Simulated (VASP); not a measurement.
# Se (P3_221) in VASP: relaxation of cell and atoms with r2SCAN

Aim: the relaxation of cell and atoms of Se with r2SCAN.

Program: VASP 6.6.1. These are calculated values, not measurements. Logs are shortened: lines on timing, memory, paths and dates and some standing lists are left out, and cuts for length are marked.

## 1. The cell of the first run

The structure is trigonal, space group P3_221 (No. 154). The conventional cell has a = 4.489 Å, b = 4.489 Å, c = 4.992 Å, α = 90.00°, β = 90.00°, γ = 120.00°. Within 3.1 Å of Se (site symmetry 2) lie 2 Se at 2.38 Å.

## 2. Relaxation of cell and atoms, r2SCAN

Contents of POSCAR:

```
Se
1.0
    4.4888003553      0.0000000000      0.0000000000
   -2.2444001777      3.8874151402      0.0000000000
    0.0000000000      0.0000000000      4.9916224841
Se
3
Direct
    0.2186265448      0.0000000000      0.1666666667
    0.0000000000      0.2186265448      0.8333333333
    0.7813734552      0.7813734552      0.5000000000
```

Contents of INCAR.step1:

```
SYSTEM = Se
ALGO = Normal
EDIFF = 1E-4
ENCUT = 600
GGA = PE
ISMEAR = 0
LASPH = .True.
LCHARG = .False.
LREAL = .False.
LWAVE = .True.
NELM = 100
PREC = Accurate
SIGMA = 0.02
```

Contents of INCAR.step2:

```
SYSTEM = Se
ALGO = Normal
EDIFF = 1E-6
EDIFFG = -0.005
ENCUT = 600
IBRION = 2
ISIF = 3
ISMEAR = 0
ISTART = 1
LASPH = .True.
LCHARG = .False.
LMIXTAU = .True.
LREAL = .False.
LWAVE = .False.
METAGGA = R2SCAN
NELM = 100
NSW = 100
PREC = Accurate
SIGMA = 0.02
```

Contents of KPOINTS:

```
k-points
0
Gamma
  9 9 6
  0 0 0
```

Potentials or basis: VASP PAW PBE potentials, release 64 (Se).

Run with:

```sh
cat potpaw_PBE.64/Se/POTCAR > POTCAR
cp INCAR.step1 INCAR
mpirun -np 1 vasp_std > vasp.out
cp INCAR.step2 INCAR
mpirun -np 1 vasp_std > vasp.out
```

OUTCAR:

```text
SYSTEM = Se
   EDIFF = 1E-6
   EDIFFG = -0.005
   ENCUT = 600
   IBRION = 2
   ISIF = 3
   ISMEAR = 0
   ISTART = 1
   LASPH = .True.
   LREAL = .False.
   METAGGA = R2SCAN
   NELM = 100
   NSW = 100
   PREC = Accurate

 ion  position               nearest neighbor table
   1  0.219  0.000  0.167-   3 2.38   2 2.38
   2  0.000  0.219  0.833-   3 2.38   1 2.38
   3  0.781  0.781  0.500-   1 2.38   2 2.38

  LATTYP: Found a hexagonal cell.
 ALAT       =     4.4888003553
 C/A-ratio  =     1.1120170400

  Lattice vectors:

 A1 = (   4.4888003553,   0.0000000000,   0.0000000000)
 A2 = (  -2.2444001777,   3.8874151402,   0.0000000000)
 A3 = (   0.0000000000,   0.0000000000,   4.9916224841)

Analysis of symmetry for initial positions (statically):
=====================================================================
 Subroutine PRICEL returns:
 Original cell was already a primitive cell.

 Routine SETGRP: Setting up the symmetry group for a
 hexagonal supercell.

 Subroutine GETGRP returns: Found  6 space group operations
 (whereof  2 operations were pure point group operations)
 out of a pool of 24 trial point group operations.

The static configuration has the point symmetry C_2 .
 The point group associated with its full space group is D_3 .

Analysis of symmetry for dynamics (positions and initial velocities):
=====================================================================
 Subroutine PRICEL returns:
 Original cell was already a primitive cell.

 Routine SETGRP: Setting up the symmetry group for a
 hexagonal supercell.

 Subroutine GETGRP returns: Found  6 space group operations
 (whereof  2 operations were pure point group operations)
 out of a pool of 24 trial point group operations.

The dynamic configuration has the point symmetry C_2 .
 The point group associated with its full space group is D_3 .

 Subroutine INISYM returns: Found  6 space group operations
 (whereof  2 operations are pure point group operations),
 and found     1 'primitive' translations

----------------------------------------------------------------------------------------

                                     Primitive cell

  volume of cell :      87.1030

  direct lattice vectors                    reciprocal lattice vectors
     4.488800355  0.000000000  0.000000000     0.222776671  0.128620171  0.000000000
    -2.244400178  3.887415140  0.000000000     0.000000000  0.257240342  0.000000000
     0.000000000  0.000000000  4.991622484     0.000000000  0.000000000  0.200335663

  length of vectors
[... 114 lines left out ...]
   LRPA    =     F    only Hartree local field effects (RPA)
 conjugate gradient relaxation of ions
 non-spin polarized calculation
 Gauss-broadening in eV      SIGMA  =   0.02
  energy-cutoff  :      600.00
  volume of cell :       87.10
 maximum number of plane-waves:      2940
   NGX = 17   NGY = 17   NGZ = 19

--------------------------------------- Ionic step        1  -------------------------------------------

 number of electron      18.0000000 magnetization

 Free energy of the ion-electron system (eV)
  ---------------------------------------------------
  ext. energy  EPLUGINS =         0.00000000
  ---------------------------------------------------
  free energy    TOTEN  =       -42.92955739 eV

  energy without entropy =      -42.92955739  energy(sigma->0) =      -42.92955739

------------------------ aborting loop because EDIFF is reached ----------------------------------------

  FORCE on cell =-STRESS in cart. coord.  units (eV):
  Direction    XX          YY          ZZ          XY          YZ          ZX
  --------------------------------------------------------------------------------------
  -------------------------------------------------------------------------------------
  Total       -0.0555454     -0.0555454     -0.0709596      0.0000000     -0.0000000     -0.0000000
  in kB       -1.0217058     -1.0217058     -1.3052359      0.0000000     -0.0000000     -0.0000000
  external PRESSURE =      -1.1162158 kB  Pullay stress =       0.0000000 kB
[... 92 lines left out ...]
  FREE ENERGIE OF THE ION-ELECTRON SYSTEM (eV)
  ---------------------------------------------------
  free  energy   TOTEN  =       -42.9296961456 eV

  energy  without entropy=      -42.9296961456  energy(sigma->0) =      -42.92969615

[... ionic steps 4 to 16 ...]

--------------------------------------- Ionic step       17  -------------------------------------------

 number of electron      18.0000000 magnetization

------------------------ aborting loop because EDIFF is reached ----------------------------------------
[... 69 lines left out ...]
--------------------------------------- Ionic step       19  -------------------------------------------

 number of electron      18.0000000 magnetization

 Free energy of the ion-electron system (eV)
  ---------------------------------------------------
  ext. energy  EPLUGINS =         0.00000000
  ---------------------------------------------------
  free energy    TOTEN  =       -42.92978447 eV

  energy without entropy =      -42.92978447  energy(sigma->0) =      -42.92978447

 E-fermi :   1.9099     XC(G=0):  -8.9469

 val. band max:        1.7780951459   @ k =   0.4444   0.1111   0.5000
 cond. band min:       3.0932871952   @ k =   0.3333   0.3333   0.5000
 fundamental gap:      1.3151920493
 Fermi energy:         1.9098798312

 k-point     1 :       0.0000    0.0000    0.0000
  band No.  band energies     occupation
      1     -14.4557      2.00000
      2     -10.2498      2.00000
      3     -10.2498      2.00000
      4      -2.1875      2.00000
      5      -2.1875      2.00000
      6      -1.8760      2.00000
      7      -0.2766      2.00000
      8      -0.2766      2.00000
      9       1.3909      2.00000
     10       4.0281      0.00000
     11       4.0281      0.00000
     12       4.3602      0.00000
     13       8.2791      0.00000
[... 354 lines left out ...]
  band No.  band energies     occupation
      1     -14.0967      2.00000
      2     -11.3405      2.00000
      3      -9.4737      2.00000
      4      -3.1345      2.00000
      5      -2.8285      2.00000
      6      -1.5175      2.00000
      7      -0.5697      2.00000
      8       0.0475      2.00000
      9       1.0642      2.00000
     10       3.9703      0.00000
     11       4.5273      0.00000
     12       5.0675      0.00000
     13       8.4425      0.00000

 [... further k-points ...]
[... 5 lines left out ...]
  --------------------------------------------------------------------------------------
  -------------------------------------------------------------------------------------
  Total        0.0105398      0.0105398     -0.0067633     -0.0000000     -0.0000000      0.0000000
  in kB        0.1935067      0.1935067     -0.1241713     -0.0000000     -0.0000000      0.0000000
  external PRESSURE =       0.0876140 kB  Pullay stress =       0.0000000 kB
[... 18 lines left out ...]
  FREE ENERGIE OF THE ION-ELECTRON SYSTEM (eV)
  ---------------------------------------------------
  free  energy   TOTEN  =       -42.9297844712 eV

  energy  without entropy=      -42.9297844712  energy(sigma->0) =      -42.92978447

 reached required accuracy - stopping structural energy minimisation
```

OUTCAR.step1:

```text
SYSTEM = Se
   EDIFF = 1E-4
   ENCUT = 600
   GGA = PE
   ISMEAR = 0
   LASPH = .True.
   LREAL = .False.
   NELM = 100
[... 609 lines left out ...]
      0.98137      0.00000      0.83194         0.300041      0.000000     -0.000000
     -0.49069      0.84989      4.15969        -0.150020      0.259843      0.000000
      1.75371      3.03752      2.49581        -0.150020     -0.259843      0.000000
 -----------------------------------------------------------------------------------
    total drift:                                0.000001      0.000001     -0.000000

  FREE ENERGIE OF THE ION-ELECTRON SYSTEM (eV)
  ---------------------------------------------------
  free  energy   TOTEN  =       -10.4990727940 eV

  energy  without entropy=      -10.4990727940  energy(sigma->0) =      -10.49907279
```

OSZICAR.step1:

```text
N       E                     dE             d eps       ncg     rms          rms(c)
DAV:   1     0.969739938876E+02    0.96974E+02   -0.78666E+03  1612   0.128E+03
DAV:   2    -0.336768866627E+01   -0.10034E+03   -0.96764E+02  2184   0.183E+02
DAV:   3    -0.105085804721E+02   -0.71409E+01   -0.70928E+01  1947   0.571E+01
DAV:   4    -0.105841332844E+02   -0.75553E-01   -0.75465E-01  1882   0.692E+00
DAV:   5    -0.105848298174E+02   -0.69653E-03   -0.69649E-03  2062   0.662E-01    0.676E+00
DAV:   6    -0.105215954604E+02    0.63234E-01   -0.40817E-02  1837   0.147E+00    0.418E+00
DAV:   7    -0.104995204621E+02    0.22075E-01   -0.81607E-02  1727   0.206E+00    0.204E-01
DAV:   8    -0.104988969593E+02    0.62350E-03   -0.97921E-03  1742   0.708E-01    0.101E-01
DAV:   9    -0.104990267293E+02   -0.12977E-03   -0.33323E-04  2087   0.140E-01    0.318E-02
DAV:  10    -0.104990727940E+02   -0.46065E-04   -0.57456E-05  1186   0.606E-02
   1 F= -.10499073E+02 E0= -.10499073E+02  d E =-.377503E-20
```

Wall time 26 min (1 thread of AMD EPYC 9R45 (Zen 5), shared host); peak memory 0.25 GiB.

Results:

```
Free energy                           : -42.9298 eV
Relaxed volume                        : 29.09 Å³/atom
Relaxed cell                          : a = 4.492 Å, b = 4.492 Å, c = 4.993 Å, α = 90.00°, β = 90.00°, γ = 120.00°
Space group after relaxing (to 0.1 Å) : P3_221 (No. 154)
Energy gained by relaxing             : 0.1 meV/atom
Ionic steps                           : 19
Pressure after relaxing               : 0.0 GPa
Band gap on the k mesh                : 1.32 eV (least direct gap 1.56 eV)
```

The path:
| step | energy change (eV) | largest force (eV/Å) | pressure (GPa) | volume (Å³) |
| --- | --- | --- | --- | --- |
| 1 | 0.0000 | 0.0471 | -0.11 | 87.10 |
| 2 | 0.0000 | 0.0229 | 0.18 | 86.85 |
| 3 | -0.0001 | 0.0091 | 0.05 | 86.96 |
| 4 | -0.0001 | 0.0100 | 0.05 | 86.97 |
| 5 | -0.0002 | 0.0072 | 0.04 | 87.04 |
| 6 | -0.0002 | 0.0021 | 0.01 | 87.22 |
| 7 | -0.0002 | 0.0008 | 0.01 | 87.19 |
| 8 | -0.0002 | 0.0005 | 0.02 | 87.17 |
| 9 | -0.0002 | 0.0001 | 0.03 | 87.18 |
| 10 | -0.0002 | 0.0077 | -0.02 | 87.27 |
| 11 | -0.0002 | 0.0081 | -0.02 | 87.28 |
| 12 | -0.0002 | 0.0091 | -0.01 | 87.29 |
| 13 | -0.0002 | 0.0108 | 0.00 | 87.32 |
| 14 | -0.0002 | 0.0156 | -0.06 | 87.37 |
| 15 | -0.0002 | 0.0134 | -0.05 | 87.34 |
| 16 | -0.0002 | 0.0128 | -0.07 | 87.33 |
| 17 | -0.0002 | 0.0119 | -0.06 | 87.32 |
| 18 | -0.0002 | 0.0117 | -0.05 | 87.32 |
| 19 | -0.0002 | 0.0002 | 0.01 | 87.27 |

Final structure:
```
Se
1.0
     4.49218    0.00000    0.00000
    -2.24609    3.89034    0.00000
     0.00000    0.00000    4.99346
Se
3
Direct
  0.21779 0.00000 0.16667
  0.00000 0.21779 0.83333
  0.78221 0.78221 0.50000
```

Caveat: the PAW data sets were made with another functional, which shifts forces and pressure a little. A k mesh can miss the band edges.
